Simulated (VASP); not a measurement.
# Ti3Al5 (P4/mmm) in VASP: notebook

Runs on Ti3Al5. Level: PBEsol. Tasks: single point.

Program: VASP 6.6.1. These are calculated values, not measurements. Logs are shortened: lines on timing, memory, paths and dates and some standing lists are left out, and cuts for length are marked.

## Step 1: The cell of the first run

Symmetry: P4/mmm, No. 123, tetragonal system. The conventional cell has a = 3.895 Å, b = 3.895 Å, c = 8.326 Å, α = 90.00°, β = 90.00°, γ = 90.00°. Ti (site symmetry 4/mmm) has 4 Ti at 2.75 Å and 8 Al at 2.85 Å within 3.6 Å. Within 3.6 Å of Ti (site symmetry 4/mmm) lie 12 Al at 2.75 to 2.85 Å. Within 3.6 Å of Ti (site symmetry 4/mmm) lie 4 Ti at 2.75 Å and 8 Al at 2.85 Å. Al (site symmetry 2mm) has 6 Al at 2.75 to 2.85 Å and 6 Ti at 2.85 Å within 3.6 Å. Al (site symmetry 4/mmm) has 4 Ti at 2.75 Å and 8 Al at 2.85 Å within 3.6 Å.

## Step 2: Single point, PBEsol

The input, INCAR:

```
ALGO     = Normal         # electronic algorithm
EDIFF    = 1E-7           # SCF threshold, eV
ENCUT    = 520            # plane-wave cutoff, eV
GGA      = PS             # functional
ISIF     = 2              # what is computed and relaxed
ISMEAR   = 0              # smearing method
LASPH    = T              # aspherical terms in the spheres
LCHARG   = T              # write CHGCAR
LELF     = T              # ELF
LREAL    = F              # projectors in reciprocal space
LVHAR    = T            
LWAVE    = F              # write WAVECAR
NBANDS   = 36             # bands
NELM     = 60             # most SCF steps
PREC     = Accurate       # precision mode
SIGMA    = 0.1            # smearing width, eV
```

The input, KPOINTS:

```
k-points
0
Gamma
  6 6 2
```

The input, POSCAR:

```
Ti3Al5
1.0
    3.8953831800      0.0000000000      0.0000000000
    0.0000000000      3.8953831800      0.0000000000
    0.0000000000      0.0000000000      8.3260242100
Ti Al
3 5
Direct
    0.0000000000      0.0000000000      0.5000000000
    0.5000000000      0.5000000000      0.0000000000
    0.5000000000      0.5000000000      0.5000000000
    0.0000000000      0.5000000000      0.2504879700
    0.0000000000      0.5000000000      0.7495120300
    0.5000000000      0.0000000000      0.2504879700
    0.5000000000      0.0000000000      0.7495120300
    0.0000000000      0.0000000000      0.0000000000
```

Potentials or basis: VASP PAW PBE potentials, release 64 (Ti_sv, Al).

On the command line:

```console
cat potpaw_PBE.64/Ti_sv/POTCAR potpaw_PBE.64/Al/POTCAR > POTCAR
mpirun -np 1 vasp_std > vasp.out
```

OUTCAR:

```text
EDIFF = 1E-7
   ENCUT = 520
   GGA = PS
   ISIF = 2
   ISMEAR = 0
   LASPH = T
   LREAL = F
   NELM = 60
   PREC = Accurate

 ion  position               nearest neighbor table
   1  0.000  0.000  0.500-   3 2.75   3 2.75   3 2.75   3 2.75   7 2.85   4 2.85   4 2.85   5 2.85
                             5 2.85   6 2.85   7 2.85   6 2.85
   2  0.500  0.500  0.000-   8 2.75   8 2.75   8 2.75   8 2.75   4 2.85   6 2.85   7 2.85   5 2.85
                             4 2.85   5 2.85   6 2.85   7 2.85
   3  0.500  0.500  0.500-   1 2.75   1 2.75   1 2.75   1 2.75   7 2.85   4 2.85   6 2.85   7 2.85
                             5 2.85   4 2.85   5 2.85   6 2.85
   4  0.000  0.500  0.250-   6 2.75   6 2.75   6 2.75   6 2.75   3 2.85   3 2.85   1 2.85   1 2.85
                             2 2.85   2 2.85   8 2.85   8 2.85
   5  0.000  0.500  0.750-   7 2.75   7 2.75   7 2.75   7 2.75   3 2.85   3 2.85   1 2.85   1 2.85
                             2 2.85   2 2.85   8 2.85   8 2.85
   6  0.500  0.000  0.250-   4 2.75   4 2.75   4 2.75   4 2.75   3 2.85   1 2.85   1 2.85   3 2.85
                             2 2.85   2 2.85   8 2.85   8 2.85
   7  0.500  0.000  0.750-   5 2.75   5 2.75   5 2.75   5 2.75   3 2.85   1 2.85   1 2.85   3 2.85
                             2 2.85   2 2.85   8 2.85   8 2.85
   8  0.000  0.000  0.000-   2 2.75   2 2.75   2 2.75   2 2.75   7 2.85   4 2.85   4 2.85   5 2.85
                             5 2.85   6 2.85   7 2.85   6 2.85

  LATTYP: Found a simple tetragonal cell.
 ALAT       =     3.8953831800
 C/A-ratio  =     2.1374082665

  Lattice vectors:

 A1 = (   3.8953831800,   0.0000000000,   0.0000000000)
 A2 = (   0.0000000000,   3.8953831800,   0.0000000000)
 A3 = (   0.0000000000,   0.0000000000,   8.3260242100)

Analysis of symmetry for initial positions (statically):
=====================================================================
 Subroutine PRICEL returns:
 Original cell was already a primitive cell.

 Routine SETGRP: Setting up the symmetry group for a
 simple tetragonal supercell.

 Subroutine GETGRP returns: Found 16 space group operations
 (whereof 16 operations were pure point group operations)
 out of a pool of 16 trial point group operations.

The static configuration has the point symmetry D_4h.

Analysis of symmetry for dynamics (positions and initial velocities):
=====================================================================
 Subroutine PRICEL returns:
 Original cell was already a primitive cell.

 Routine SETGRP: Setting up the symmetry group for a
 simple tetragonal supercell.

 Subroutine GETGRP returns: Found 16 space group operations
 (whereof 16 operations were pure point group operations)
 out of a pool of 16 trial point group operations.

The dynamic configuration has the point symmetry D_4h.

 Subroutine INISYM returns: Found 16 space group operations
 (whereof 16 operations are pure point group operations),
 and found     1 'primitive' translations

----------------------------------------------------------------------------------------

                                     Primitive cell

  volume of cell :     126.3392

  direct lattice vectors                    reciprocal lattice vectors
     3.895383180  0.000000000  0.000000000     0.256714155  0.000000000  0.000000000
     0.000000000  3.895383180  0.000000000     0.000000000  0.256714155  0.000000000
     0.000000000  0.000000000  8.326024210     0.000000000  0.000000000  0.120105344

  length of vectors
     3.895383180  3.895383180  8.326024210     0.256714155  0.256714155  0.120105344

  position of ions in fractional coordinates (direct lattice)
     0.000000000  0.000000000  0.500000000
     0.500000000  0.500000000  0.000000000
     0.500000000  0.500000000  0.500000000
     0.000000000  0.500000000  0.250487970
     0.000000000  0.500000000  0.749512030
     0.500000000  0.000000000  0.250487970
     0.500000000  0.000000000  0.749512030
     0.000000000  0.000000000  0.000000000

  ion indices of the primitive-cell ions
   primitive index   ion index
                 1           1
                 2           2
                 3           3
                 4           4
                 5           5
                 6           6
                 7           7
                 8           8

----------------------------------------------------------------------------------------

 KPOINTS: k-points

Automatic generation of k-mesh.
 Grid dimensions read from file:
 generate k-points for:    6    6    2

 Generating k-lattice:

  Cartesian coordinates                     Fractional coordinates (reciprocal lattice)
     0.042785692  0.000000000  0.000000000     0.166666667  0.000000000  0.000000000
     0.000000000  0.042785692  0.000000000     0.000000000  0.166666667  0.000000000
     0.000000000  0.000000000  0.060052672     0.000000000  0.000000000  0.500000000

  Length of vectors
     0.042785692  0.042785692  0.060052672

  Shift w.r.t. Gamma in fractional coordinates (k-lattice)
     0.000000000  0.000000000  0.000000000

 Subroutine IBZKPT returns following result:
 ===========================================

 Found     20 irreducible k-points:

 Following reciprocal coordinates:
            Coordinates               Weight
  0.000000  0.000000  0.000000      1.000000
  0.166667  0.000000  0.000000      4.000000
  0.333333  0.000000  0.000000      4.000000
  0.500000  0.000000  0.000000      2.000000
  0.166667  0.166667  0.000000      4.000000
  0.333333  0.166667  0.000000      8.000000
[... 12 lines left out ...]
  0.500000  0.333333  0.500000      4.000000
  0.500000  0.500000  0.500000      1.000000
   k-points           NKPTS =     20   k-points in BZ     NKDIM =     20   number of bands    NBANDS=     36
   number of dos      NEDOS =    301   number of ions     NIONS =      8
   total plane-waves  NPLWV =  57600
   dimension x,y,z NGX =    30 NGY =   30 NGZ =   64
   dimension x,y,z NGXF=    60 NGYF=   60 NGZF=  128
   ions per type =               3   5
   NGX,Y,Z   is equivalent  to a cutoff of  12.80, 12.80, 12.78 a.u.
   NGXF,Y,Z  is equivalent  to a cutoff of  25.61, 25.61, 25.56 a.u.
 SYSTEM =  unknown system
   PREC   = accura    normal or accurate (medium, high low for compatibility)
   ISTART =      0    job   : 0-new  1-cont  2-samecut
   ICHARG =      2    charge: 1-file 2-atom 10-const
   ISPIN  =      1    spin polarized calculation?
   LNONCOLLINEAR =      F non collinear calculations
   LSORBIT =      F    spin-orbit coupling
   LASPH  =      T    aspherical Exc in radial PAW
   ENCUT  =  520.0 eV  38.22 Ry    6.18 a.u.   7.24  7.24 15.48*2*pi/ulx,y,z
   NELM   =     60;   NELMIN=  2; NELMDL= -5     # of ELM steps
   EDIFF  = 0.1E-06   stopping-criterion for ELM
   LREAL  =      F    real-space projection
   EDIFFG = 0.1E-05   stopping-criterion for IOM
   NSW    =      0    number of steps for IOM
   IBRION =     -1    ionic relax: 0-MD 1-quasi-New 2-CG
   NFREE  =      0    steps in history (QN), initial steepest desc. (CG)
   ISIF   =      2    stress and relaxation
   ISYM   =      2    0-nonsym 1-usesym 2-fastsym
   POTIM  = 0.5000    time-step for ionic-motion
   TEBEG  =    0.0;   TEEND  =   0.0 temperature during run
   PSTRESS=    0.0 pullay stress
   NELECT =      51.0000    total number of electrons
   NUPDOWN=      -1.0000    fix difference up-down
   EMIN   =  10.00;   EMAX   =-10.00  energy-range for DOS
   EFERMI =   0.00;   METHOD = LEGACY
   ISMEAR =     0;   SIGMA  =   0.10  broadening in eV -4-tet -1-fermi 0-gaus
   EFERMI_NEDOS =   21; number of points for ismear=-14 and -15
   IALGO  =     38    algorithm
   IMIX   =      4    mixing-type and parameters
     AMIX     =   0.40;   BMIX     =  1.00
     AMIX_MAG =   1.60;   BMIX_MAG =  1.00
  volume/ion in A,a.u.               =      15.79       106.57
  Fermi-wavevector in a.u.,A,eV,Ry     =   1.209908  2.286394 19.917248  1.463876
  Thomas-Fermi vector in A             =   2.345471
   LORBIT       =      0    0 simple, 1 ext, 2 COOP (PROOUT), +10 PAW based schemes
   GGA     = PS    functional components
   LHFCALC =     F    Hartree Fock is set to
   AEXX    =    0.0000 exact exchange contribution
   IVDW    =     0    specifies the selected vdW correction
   LEPSILON=     F    determine dielectric tensor
   LRPA    =     F    only Hartree local field effects (RPA)
 non-spin polarized calculation
 Gauss-broadening in eV      SIGMA  =   0.10
  energy-cutoff  :      520.00
  volume of cell :      126.34
 maximum number of plane-waves:      3428
 NGX is ok and might be reduce to    30
   NGX = 15   NGY = 15   NGZ = 31

 number of electron      50.9999991 magnetization

 Free energy of the ion-electron system (eV)
  ---------------------------------------------------
  ext. energy  EPLUGINS =         0.00000000
  ---------------------------------------------------
  free energy    TOTEN  =       -48.67142827 eV

  energy without entropy =      -48.63666876  energy(sigma->0) =      -48.65404851

 E-fermi :   8.4232     XC(G=0): -11.0446

 val. band max:        8.4179186141   @ k =   0.3333   0.1667   0.5000
 cond. band min:       8.4541749856   @ k =   0.1667   0.0000   0.0000
 fundamental gap:      0.0362563715
 Fermi energy:         8.4231969107

 k-point     1 :       0.0000    0.0000    0.0000
  band No.  band energies     occupation
      1     -48.0075      2.00000
      2     -47.8969      2.00000
      3     -47.5636      2.00000
      4     -24.4151      2.00000
      5     -24.4030      2.00000
      6     -24.4030      2.00000
[... 28 lines left out ...]
     35      11.1602      0.00000
     36      12.0577      0.00000

 k-point     2 :       0.1667    0.0000    0.0000
  band No.  band energies     occupation
      1     -48.0073      2.00000
      2     -47.8923      2.00000
      3     -47.5680      2.00000
      4     -24.4116      2.00000
      5     -24.4087      2.00000
      6     -24.4026      2.00000
[... 28 lines left out ...]
     35      11.2995      0.00000
     36      11.7700      0.00000
[... 661 lines left out ...]
     35      10.9010      0.00000
     36      11.4632      0.00000

 k-point    20 :       0.5000    0.5000    0.5000
  band No.  band energies     occupation
      1     -48.0056      2.00000
      2     -47.8765      2.00000
      3     -47.5809      2.00000
      4     -24.4347      2.00000
      5     -24.4347      2.00000
      6     -24.4229      2.00000
[... 28 lines left out ...]
     35      11.1424      0.00000
     36      11.1424      0.00000

------------------------ aborting loop because EDIFF is reached ----------------------------------------

  FORCE on cell =-STRESS in cart. coord.  units (eV):
  Direction    XX          YY          ZZ          XY          YZ          ZX
  --------------------------------------------------------------------------------------
  -------------------------------------------------------------------------------------
  Total       -0.8745054     -0.8745054     -0.8278743      0.0000000      0.0000000      0.0000000
  in kB      -11.0900893    -11.0900893    -10.4987340      0.0000000      0.0000000      0.0000000
  external PRESSURE =     -10.8929708 kB  Pullay stress =       0.0000000 kB

 VOLUME and BASIS-vectors are now :
 -----------------------------------------------------------------------------
  energy-cutoff  :      520.00
  volume of cell :      126.34
      direct lattice vectors                 reciprocal lattice vectors
     3.895383180  0.000000000  0.000000000     0.256714155  0.000000000  0.000000000
     0.000000000  3.895383180  0.000000000     0.000000000  0.256714155  0.000000000
     0.000000000  0.000000000  8.326024210     0.000000000  0.000000000  0.120105344

 POSITION                                       TOTAL-FORCE (eV/Angst)
 -----------------------------------------------------------------------------------
      0.00000      0.00000      4.16301         0.000000      0.000000      0.000000
      1.94769      1.94769      0.00000         0.000000      0.000000      0.000000
      1.94769      1.94769      4.16301         0.000000      0.000000      0.000000
      0.00000      1.94769      2.08557        -0.000000      0.000000      0.107597
      0.00000      1.94769      6.24046         0.000000      0.000000     -0.107597
      1.94769      0.00000      2.08557         0.000000     -0.000000      0.107597
      1.94769      0.00000      6.24046         0.000000     -0.000000     -0.107597
      0.00000      0.00000      0.00000         0.000000      0.000000      0.000000
 -----------------------------------------------------------------------------------
    total drift:                                0.000000      0.000000      0.000000

  FREE ENERGIE OF THE ION-ELECTRON SYSTEM (eV)
  ---------------------------------------------------
  free  energy   TOTEN  =       -48.6714282665 eV

  energy  without entropy=      -48.6366687633  energy(sigma->0) =      -48.65404851
```

It took 68 s on 1 thread of AMD EPYC 9R45 (Zen 5), shared host; peak memory 0.23 GiB.

Results:

| Quantity | Value |
| --- | --- |
| Free energy | -48.6714 eV |
| Pressure | -1.1 GPa |
| Largest force | 0.108 eV/Å |

Forces on the atoms (eV/Å):
```
Ti   0.000  0.000  0.000
Ti   0.000  0.000  0.000
Ti   0.000  0.000  0.000
Al   0.000  0.000  0.108
Al   0.000  0.000 -0.108
Al   0.000  0.000  0.108
Al   0.000  0.000 -0.108
Al   0.000  0.000  0.000
```

Caveat: the k points lie up to 0.38 Å⁻¹ apart; the PAW data sets were made with another functional, which shifts forces and pressure a little.

## Step 3: Single point, PBEsol (volume scaled by 0.98, then relaxed in part)

The input, INCAR:

```
SYSTEM = Ti3Al5
ALGO = Fast ; EDIFF = 1E-6
ENCUT = 520 ; GGA = PS
ISIF = 2 ; ISMEAR = -1
LASPH = .TRUE. ; LCHARG = .FALSE.
LREAL = .FALSE. ; LWAVE = .FALSE.
NBANDS = 36 ; NELM = 80
PREC = Accurate ; SIGMA = 0.15
```

The input, KPOINTS:

```
k-points
0
G
  10 10 4
  0 0 0
```

The input, POSCAR:

```
Ti3Al5
1.0
    3.8684389480      0.0000000000      0.0000000000
    0.0000000000      3.8684389480      0.0000000000
    0.0000000000      0.0000000000      8.2060996417
Ti Al
3 5
Direct
    0.0000000000      0.0000000000      0.5000000000
    0.5000000000      0.5000000000      0.0000000000
    0.5000000000      0.5000000000      0.5000000000
    0.0000000000      0.5000000000      0.2518858130
    0.0000000000      0.5000000000      0.7481141870
    0.5000000000      0.0000000000      0.2518858130
    0.5000000000      0.0000000000      0.7481141870
    0.0000000000      0.0000000000      0.0000000000
```

Potentials or basis: VASP PAW PBE potentials, release 64 (Ti_sv, Al).

On the command line:

```console
cat potpaw_PBE.64/Ti_sv/POTCAR potpaw_PBE.64/Al/POTCAR > POTCAR
mpirun -np 1 vasp_std > vasp.out
```

Run time: 7.8 min. Hardware: 1 thread of AMD EPYC 9R45 (Zen 5), shared host; peak memory 0.34 GiB.

The run converged. Its results:

```
Free energy : -48.8788 eV
Pressure    : 2.5 GPa
```

Levels at points of the mesh, in eV from the Fermi level:
```
           k point  band 24  band 25  band 26  band 27  band 28  band 29
(0.00, 0.00, 0.00)    -0.87    -0.23     0.15     0.15     0.67     1.02
(0.50, 0.00, 0.00)    -0.46     0.00     0.25     0.40     0.79     1.05
(0.50, 0.50, 0.00)    -1.52    -1.52    -0.86    -0.16     0.92     1.46
(0.00, 0.00, 0.50)    -0.47    -0.09     0.36     0.62     0.62     0.66
(0.50, 0.00, 0.50)    -0.18    -0.08     0.18     0.37     0.56     0.81
(0.50, 0.50, 0.50)    -1.08    -1.05    -0.83    -0.51     1.34     1.42
```

Caveat: the PAW data sets were made with another functional, which shifts forces and pressure a little.
